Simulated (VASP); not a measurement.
Input of a VASP 6.6.1 run:

File INCAR:

```
PREC = Accurate
ENCUT = 520
EDIFF = 1E-7
ISMEAR = 0
SIGMA = 0.02
LREAL = F
LASPH = T
NELM = 100
ALGO = Normal
ISIF = 2
LWAVE = F
LCHARG = T
GGA = PE
LELF = T
LVHAR = T
NBANDS = 31
```

Contents of KPOINTS:

```
regular mesh
0
Gamma
  8 8 8
```

File POSCAR:

```
GaB3As4
1.0
    5.0559434856      0.0000000000      0.0000000000
    0.0000000000      5.0559434856      0.0000000000
    0.0000000000      0.0000000000      5.0559434856
Ga B As
1 3 4
Direct
    0.5000000000      0.5000000000      0.5000000000
    0.5000000000      0.0000000000      0.0000000000
    0.0000000000      0.0000000000      0.5000000000
    0.0000000000      0.5000000000      0.0000000000
    0.7664329699      0.2335670301      0.7664329699
    0.7664329699      0.7664329699      0.2335670301
    0.2335670301      0.2335670301      0.2335670301
    0.2335670301      0.7664329699      0.7664329699
```

Potentials or basis: VASP PAW PBE potentials, release 64 (Ga_d, B, As).

Launch:

```console
$ cat potpaw_PBE.64/Ga_d/POTCAR potpaw_PBE.64/B/POTCAR potpaw_PBE.64/As/POTCAR > POTCAR
$ mpirun -np 1 vasp_std > vasp.out
```

Q: What does it give for the largest force?

A: 0.011 eV/Å.

Q: Predict the pressure.

A: 0.3 GPa.

Q: Predict the band gap on the k mesh.

A: 0.46 eV, direct.

Forces in eV/Å, atoms in the order of the input:
```
Ga   0.000  0.000  0.000
B    0.000  0.000  0.000
B    0.000  0.000  0.000
B    0.000  0.000  0.000
As  -0.006  0.006 -0.006
As  -0.006 -0.006  0.006
As   0.006  0.006  0.006
As   0.006 -0.006 -0.006
```

A k mesh can miss the band edges. Expect the measured gap to be larger: semilocal functionals such as PBE lack the derivative discontinuity.
